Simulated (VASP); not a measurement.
Input of a VASP 6.6.1 run:

The input INCAR:

```
ALGO     = Normal         # electronic algorithm
EDIFF    = 1E-6           # SCF threshold, eV
EDIFFG   = -0.04          # ionic threshold
ENCUT    = 600            # plane-wave cutoff, eV
GGA      = PE             # functional
IBRION   = 2              # ionic algorithm
ISIF     = 3              # what is computed and relaxed
ISMEAR   = 0              # smearing method
LASPH    = True           # aspherical terms in the spheres
LCHARG   = False          # write CHGCAR
LREAL    = False          # projectors in reciprocal space
LWAVE    = False          # write WAVECAR
NELM     = 80             # most SCF steps
NSW      = 90             # ionic steps
PREC     = Accurate       # precision mode
SIGMA    = 0.1            # smearing width, eV
```

File KPOINTS:

```
k-points
0
Gamma
  6 6 4
```

Contents of POSCAR:

```
Zn2Si2N
1.0
    4.0952851300      0.0000000000      0.0000000000
   -2.0476425700      3.5466209600      0.0000000000
    0.0000000000      0.0000000000      5.4977870500
Zn Si N
2 2 1
Direct
    0.6666666700      0.3333333300      0.3043193900
    0.6666666700      0.3333333300      0.6956806100
    0.3333333300      0.6666666700      0.5000000000
    0.6666666700      0.3333333300      0.0000000000
    0.3333333300      0.6666666700      0.0000000000
```

Potentials or basis: VASP PAW PBE potentials, release 64 (Zn, Si, N).

Command:

```bash
$ cat potpaw_PBE.64/Zn/POTCAR potpaw_PBE.64/Si/POTCAR potpaw_PBE.64/N/POTCAR > POTCAR
$ mpirun -np 1 vasp_std > vasp.out
```

(1) What does it give for the relaxed volume?

(2) Estimate the relaxed cell.

(3) What does it give for the space group after relaxing (to 0.05 Å)?

Results:

(1) 14.59 Å³/atom.

(2) a = 3.150 Å, b = 3.150 Å, c = 8.490 Å, α = 90.00°, β = 90.00°, γ = 120.00°.

(3) P-6m2 (No. 187).
